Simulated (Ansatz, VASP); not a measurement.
## One calculation of Sn, two programs

```
Sn
1.0
     3.17803    0.00000    0.00000
    -1.58902    2.75226    0.00000
     0.00000    0.00000    3.11354
Sn
1
Direct
  0.00000 0.00000 0.00000
```

Alike in both runs: functional PBEsol; k mesh 6 × 6 × 6; occupations gaussian, width 0.1 eV; no spin polarisation.

Ansatz relaxed the structure, and its values are those at the end. VASP's run is a single point on that final structure, the one shown.

```csv
,VASP,Ansatz
version,VASP 6.6.1,Ansatz 0.2.0
potentials or method,"VASP PAW PBE potentials, release 64 (Sn_d), cutoff 500 eV","scalar-relativistic, plane waves, PAW"
valence electrons in the cell,14,14
```

Ansatz gave:

- gap on the k mesh at the Fermi level (eV): none
- pressure (GPa): 0.0

Estimate VASP's values.

gap on the k mesh at the Fermi level (eV): none; pressure (GPa): -0.1.

VASP's potentials were made for PBE, not for PBEsol. A gap of «none» marks a metal or a gap that the smearing closes. The functional is the same, so the differences come from potentials, cutoffs and numerics.

The k mesh is coarse, so the values compare programs but aren't converged.
